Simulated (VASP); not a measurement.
# ErSc2Sb3 (P3m1) in VASP: single point with PBE

Aim: the single point of ErSc2Sb3 with PBE.

Program: VASP 6.6.1. These are calculated values, not measurements. Logs are shortened: lines on timing, memory, paths and dates and some standing lists are left out, and cuts for length are marked.

## Step 1: The cell of the first run

The structure is trigonal, space group P3m1 (No. 156). Conventional cell: a = 4.723 Å, b = 4.723 Å, c = 11.515 Å, α = 90.00°, β = 90.00°, γ = 120.00°. Er (site symmetry 3m) has 4 Sb at 2.95 to 2.99 Å within 3.9 Å. Sc (site symmetry 3m) has 4 Sb at 2.86 Å within 3.8 Å. Sc (site symmetry 3m) has 4 Sb at 2.82 to 2.86 Å within 3.7 Å. Sb (site symmetry 3m) has 4 Sc at 2.86 Å within 3.8 Å. Sb (site symmetry 3m) has 1 Sc at 2.82 Å and 3 Er at 2.95 Å within 3.7 Å. Sb (site symmetry 3m) has 3 Sc at 2.86 Å and 1 Er at 2.99 Å within 3.8 Å.

The cell was built from a structure type or drawn by symmetry, and may not be a known phase.

## Step 2: Single point, PBE

The input, INCAR:

```
  PREC = Accurate
  ENCUT = 500
  EDIFF = 1E-6
  ISMEAR = 0
  SIGMA = 0.2
  LREAL = F
  LASPH = T
  NELM = 200
  ALGO = Normal
  ISIF = 2
  LWAVE = F
  LCHARG = F
  GGA = PE
  NBANDS = 32
  GGA_COMPAT = F
  LMAXMIX = 6
```

The input, KPOINTS:

```
Automatic mesh
0
Gamma
  4 4 2
```

The input, POSCAR:

```
ErSc2Sb3
1.0
    4.7228281382      0.0000000031      0.0000000000
   -2.3614140717      4.0900891438      0.0000000000
    0.0000000000      0.0000000000     11.5152327956
Er Sc Sb
1 2 3
Direct
    0.3333333333      0.6666666667      0.6691079199
    0.0000000000      0.0000000000      1.0030053765
    0.6666666667      0.3333333333      0.3263789381
    0.0000000000      0.0000000000      0.2510851690
    0.6666666667      0.3333333333      0.5715375762
    0.3333333333      0.6666666667      0.9288849904
```

Potentials or basis: VASP PAW PBE potentials, release 64 (Er_3, Sc_sv, Sb), 4f in core.

Launch:

```sh
$ cat potpaw_PBE.64/Er_3/POTCAR potpaw_PBE.64/Sc_sv/POTCAR potpaw_PBE.64/Sb/POTCAR > POTCAR
$ mpirun -np 1 vasp_std > vasp.out
```

OUTCAR:

```text
PREC = Accurate
   ENCUT = 500
   EDIFF = 1E-6
   ISMEAR = 0
   LREAL = F
   LASPH = T
   NELM = 200
   ISIF = 2
   GGA = PE

 ion  position               nearest neighbor table
   1  0.333  0.667  0.669-   5 2.95   5 2.95   5 2.95   6 2.99
   2  0.000  0.000  0.003-   4 2.86   6 2.86   6 2.86   6 2.86
   3  0.667  0.333  0.326-   5 2.82   4 2.86   4 2.86   4 2.86
   4  0.000  0.000  0.251-   2 2.86   3 2.86   3 2.86   3 2.86
   5  0.667  0.333  0.572-   3 2.82   1 2.95   1 2.95   1 2.95
   6  0.333  0.667  0.929-   2 2.86   2 2.86   2 2.86   1 2.99

  LATTYP: Found a hexagonal cell.
 ALAT       =     4.7228281382
 C/A-ratio  =     2.4382070358

  Lattice vectors:

 A1 = (   4.7228281382,   0.0000000031,   0.0000000000)
 A2 = (  -2.3614140717,   4.0900891438,   0.0000000000)
 A3 = (   0.0000000000,   0.0000000000,  11.5152327956)

Analysis of symmetry for initial positions (statically):
=====================================================================
 Subroutine PRICEL returns:
 Original cell was already a primitive cell.

 Routine SETGRP: Setting up the symmetry group for a
 hexagonal supercell.

 Subroutine GETGRP returns: Found  6 space group operations
 (whereof  6 operations were pure point group operations)
 out of a pool of 24 trial point group operations.

The static configuration has the point symmetry C_3v.

Analysis of symmetry for dynamics (positions and initial velocities):
=====================================================================
 Subroutine PRICEL returns:
 Original cell was already a primitive cell.

 Routine SETGRP: Setting up the symmetry group for a
 hexagonal supercell.

 Subroutine GETGRP returns: Found  6 space group operations
 (whereof  6 operations were pure point group operations)
 out of a pool of 24 trial point group operations.

The dynamic configuration has the point symmetry C_3v.

 Subroutine INISYM returns: Found  6 space group operations
 (whereof  6 operations are pure point group operations),
 and found     1 'primitive' translations

----------------------------------------------------------------------------------------

                                     Primitive cell

  volume of cell :     222.4373

  direct lattice vectors                    reciprocal lattice vectors
     4.722828138  0.000000003  0.000000000     0.211737537  0.122246724  0.000000000
    -2.361414072  4.090089144  0.000000000    -0.000000000  0.244493449  0.000000000
     0.000000000  0.000000000 11.515232796     0.000000000  0.000000000  0.086841492

  length of vectors
     4.722828138  4.722828138 11.515232796     0.244493449  0.244493449  0.086841492

  position of ions in fractional coordinates (direct lattice)
     0.333333333  0.666666667  0.669107920
     0.000000000  0.000000000  0.003005376
     0.666666667  0.333333333  0.326378938
     0.000000000  0.000000000  0.251085169
     0.666666667  0.333333333  0.571537576
     0.333333333  0.666666667  0.928884990

  ion indices of the primitive-cell ions
   primitive index   ion index
                 1           1
                 2           2
                 3           3
                 4           4
                 5           5
                 6           6

----------------------------------------------------------------------------------------

 KPOINTS: Automatic mesh

Automatic generation of k-mesh.
 Grid dimensions read from file:
 generate k-points for:    4    4    2

 Generating k-lattice:

  Cartesian coordinates                     Fractional coordinates (reciprocal lattice)
     0.052934384  0.030561681  0.000000000     0.250000000  0.000000000  0.000000000
    -0.000000000  0.061123362  0.000000000     0.000000000  0.250000000  0.000000000
     0.000000000  0.000000000  0.043420746     0.000000000  0.000000000  0.500000000

  Length of vectors
     0.061123362  0.061123362  0.043420746

  Shift w.r.t. Gamma in fractional coordinates (k-lattice)
     0.000000000  0.000000000  0.000000000

 Subroutine IBZKPT returns following result:
 ===========================================

 Found      8 irreducible k-points:

 Following reciprocal coordinates:
            Coordinates               Weight
  0.000000  0.000000  0.000000      1.000000
  0.250000  0.000000  0.000000      6.000000
  0.500000  0.000000  0.000000      3.000000
  0.250000  0.250000  0.000000      6.000000
  0.000000  0.000000  0.500000      1.000000
  0.250000  0.000000  0.500000      6.000000
  0.500000  0.000000  0.500000      3.000000
  0.250000  0.250000  0.500000      6.000000
   k-points           NKPTS =      8   k-points in BZ     NKDIM =      8   number of bands    NBANDS=     32
   number of dos      NEDOS =    301   number of ions     NIONS =      6
   total plane-waves  NPLWV = 108864
   dimension x,y,z NGX =    36 NGY =   36 NGZ =   84
   dimension x,y,z NGXF=    72 NGYF=   72 NGZF=  168
   ions per type =               1   2   3
   NGX,Y,Z   is equivalent  to a cutoff of  12.67, 12.67, 12.13 a.u.
   NGXF,Y,Z  is equivalent  to a cutoff of  25.34, 25.34, 24.25 a.u.
 SYSTEM =  unknown system
   PREC   = accura    normal or accurate (medium, high low for compatibility)
   ISTART =      0    job   : 0-new  1-cont  2-samecut
   ICHARG =      2    charge: 1-file 2-atom 10-const
   ISPIN  =      1    spin polarized calculation?
   LNONCOLLINEAR =      F non collinear calculations
   LSORBIT =      F    spin-orbit coupling
   LASPH  =      T    aspherical Exc in radial PAW
   ENCUT  =  500.0 eV  36.75 Ry    6.06 a.u.   8.61  8.61 20.99*2*pi/ulx,y,z
   NELM   =    200;   NELMIN=  2; NELMDL= -5     # of ELM steps
   EDIFF  = 0.1E-05   stopping-criterion for ELM
   LREAL  =      F    real-space projection
   EDIFFG = 0.1E-04   stopping-criterion for IOM
   NSW    =      0    number of steps for IOM
   IBRION =     -1    ionic relax: 0-MD 1-quasi-New 2-CG
   NFREE  =      0    steps in history (QN), initial steepest desc. (CG)
   ISIF   =      2    stress and relaxation
   ISYM   =      2    0-nonsym 1-usesym 2-fastsym
   POTIM  = 0.5000    time-step for ionic-motion
   TEBEG  =    0.0;   TEEND  =   0.0 temperature during run
   PSTRESS=    0.0 pullay stress
   NELECT =      46.0000    total number of electrons
   NUPDOWN=      -1.0000    fix difference up-down
   EMIN   =  10.00;   EMAX   =-10.00  energy-range for DOS
   EFERMI =   0.00;   METHOD = LEGACY
   ISMEAR =     0;   SIGMA  =   0.20  broadening in eV -4-tet -1-fermi 0-gaus
   EFERMI_NEDOS =   21; number of points for ismear=-14 and -15
   IALGO  =     38    algorithm
   IMIX   =      4    mixing-type and parameters
     AMIX     =   0.40;   BMIX     =  1.00
     AMIX_MAG =   1.60;   BMIX_MAG =  1.00
  volume/ion in A,a.u.               =      37.07       250.18
  Fermi-wavevector in a.u.,A,eV,Ry     =   0.968110  1.829463 12.751894  0.937238
  Thomas-Fermi vector in A             =   2.098052
   LORBIT       =      0    0 simple, 1 ext, 2 COOP (PROOUT), +10 PAW based schemes
   GGA     = PE    functional components
   LHFCALC =     F    Hartree Fock is set to
   AEXX    =    0.0000 exact exchange contribution
   IVDW    =     0    specifies the selected vdW correction
   LEPSILON=     F    determine dielectric tensor
   LRPA    =     F    only Hartree local field effects (RPA)
 non-spin polarized calculation
 Gauss-broadening in eV      SIGMA  =   0.20
  energy-cutoff  :      500.00
  volume of cell :      222.44
 maximum number of plane-waves:      5665
 NGX is ok and might be reduce to    36
   NGX = 17   NGY = 17   NGZ = 41

 number of electron      46.0000008 magnetization

 Free energy of the ion-electron system (eV)
  ---------------------------------------------------
  ext. energy  EPLUGINS =         0.00000000
  ---------------------------------------------------
  free energy    TOTEN  =       -32.29332659 eV

  energy without entropy =      -32.29332617  energy(sigma->0) =      -32.29332638

 E-fermi :   2.7140     XC(G=0):  -8.2734

 val. band max:        2.0123275215   @ k =   0.2500   0.2500   0.0000
 cond. band min:       3.3752078136   @ k =   0.5000   0.0000   0.0000
 fundamental gap:      1.3628802921
 Fermi energy:         2.7139708885

 k-point     1 :       0.0000    0.0000    0.0000
  band No.  band energies     occupation
      1     -47.2939      2.00000
      2     -47.2722      2.00000
      3     -25.9096      2.00000
      4     -25.9096      2.00000
      5     -25.9092      2.00000
      6     -25.8979      2.00000
[... 24 lines left out ...]
     31       5.1801      0.00000
     32       5.4298      0.00000

 k-point     2 :       0.2500    0.0000    0.0000
  band No.  band energies     occupation
      1     -47.2937      2.00000
      2     -47.2721      2.00000
      3     -25.9141      2.00000
      4     -25.9107      2.00000
      5     -25.9085      2.00000
      6     -25.8978      2.00000
[... 24 lines left out ...]
     31       5.0383      0.00000
     32       5.3494      0.00000

 k-point     3 :       0.5000    0.0000    0.0000
  band No.  band energies     occupation
      1     -47.2935      2.00000
      2     -47.2719      2.00000
      3     -25.9185      2.00000
      4     -25.9117      2.00000
      5     -25.9079      2.00000
      6     -25.8978      2.00000
[... 24 lines left out ...]
     31       4.7047      0.00000
     32       4.8672      0.00000

 k-point     4 :       0.2500    0.2500    0.0000
  band No.  band energies     occupation
      1     -47.2935      2.00000
      2     -47.2719      2.00000
      3     -25.9173      2.00000
      4     -25.9130      2.00000
      5     -25.9079      2.00000
      6     -25.8978      2.00000
[... 24 lines left out ...]
     31       4.6530      0.00000
     32       5.1248      0.00000

 k-point     5 :       0.0000    0.0000    0.5000
  band No.  band energies     occupation
      1     -47.2939      2.00000
      2     -47.2722      2.00000
      3     -25.9096      2.00000
      4     -25.9096      2.00000
      5     -25.9092      2.00000
      6     -25.8979      2.00000
[... 24 lines left out ...]
     31       5.5702      0.00000
     32       5.9566      0.00000

 k-point     6 :       0.2500    0.0000    0.5000
  band No.  band energies     occupation
      1     -47.2937      2.00000
      2     -47.2721      2.00000
      3     -25.9141      2.00000
      4     -25.9107      2.00000
      5     -25.9085      2.00000
      6     -25.8978      2.00000
[... 24 lines left out ...]
     31       5.2474      0.00000
     32       5.3816      0.00000

 k-point     7 :       0.5000    0.0000    0.5000
  band No.  band energies     occupation
      1     -47.2935      2.00000
      2     -47.2719      2.00000
      3     -25.9185      2.00000
      4     -25.9117      2.00000
      5     -25.9079      2.00000
      6     -25.8978      2.00000
[... 24 lines left out ...]
     31       4.9029      0.00000
     32       4.9107      0.00000

 k-point     8 :       0.2500    0.2500    0.5000
  band No.  band energies     occupation
      1     -47.2935      2.00000
      2     -47.2719      2.00000
      3     -25.9173      2.00000
      4     -25.9130      2.00000
      5     -25.9079      2.00000
      6     -25.8978      2.00000
[... 24 lines left out ...]
     31       4.7259      0.00000
     32       5.0543      0.00000

------------------------ aborting loop because EDIFF is reached ----------------------------------------

  FORCE on cell =-STRESS in cart. coord.  units (eV):
  Direction    XX          YY          ZZ          XY          YZ          ZX
  --------------------------------------------------------------------------------------
  -------------------------------------------------------------------------------------
  Total        0.9939000      0.9939000      0.9298534      0.0000000      0.0000000      0.0000000
  in kB        7.1588889      7.1588889      6.6975723      0.0000000      0.0000000      0.0000000
  external PRESSURE =       7.0051167 kB  Pullay stress =       0.0000000 kB

 VOLUME and BASIS-vectors are now :
 -----------------------------------------------------------------------------
  energy-cutoff  :      500.00
  volume of cell :      222.44
      direct lattice vectors                 reciprocal lattice vectors
     4.722828138  0.000000003  0.000000000     0.211737537  0.122246724  0.000000000
    -2.361414072  4.090089144  0.000000000    -0.000000000  0.244493449  0.000000000
     0.000000000  0.000000000 11.515232796     0.000000000  0.000000000  0.086841492

 POSITION                                       TOTAL-FORCE (eV/Angst)
 -----------------------------------------------------------------------------------
     -0.00000      2.72673      7.70493        -0.000000      0.000000      0.026243
      0.00000      0.00000      0.03461        -0.000000      0.000000      0.075676
      2.36141      1.36336      3.75833         0.000000     -0.000000     -0.078850
      0.00000      0.00000      2.89130        -0.000000      0.000000     -0.025342
      2.36141      1.36336      6.58139        -0.000000      0.000000      0.022567
     -0.00000      2.72673     10.69633        -0.000000     -0.000000     -0.020294
 -----------------------------------------------------------------------------------
    total drift:                               -0.000000     -0.000000     -0.000461

  FREE ENERGIE OF THE ION-ELECTRON SYSTEM (eV)
  ---------------------------------------------------
  free  energy   TOTEN  =       -32.2933265894 eV

  energy  without entropy=      -32.2933261682  energy(sigma->0) =      -32.29332638
```

Run time: 60 s. Hardware: 1 thread of AMD EPYC 7R13 (Zen 3), shared host; peak memory 0.31 GiB.

Results:

```yaml
Free_energy: -32.2933 eV
Pressure: 0.7 GPa
Largest_force: 0.079 eV/Å
Band_gap_on_the_k_mesh: 1.36 eV
```

Forces on the atoms (eV/Å):
```
Er   0.000  0.000  0.026
Sc   0.000  0.000  0.076
Sc   0.000  0.000 -0.079
Sb   0.000  0.000 -0.025
Sb   0.000  0.000  0.023
Sb   0.000  0.000 -0.020
```

Caveat: spin-orbit coupling is left out, which moves the levels of the heavy elements; the 4f electrons are frozen in the core, so they carry no moment and show no levels.
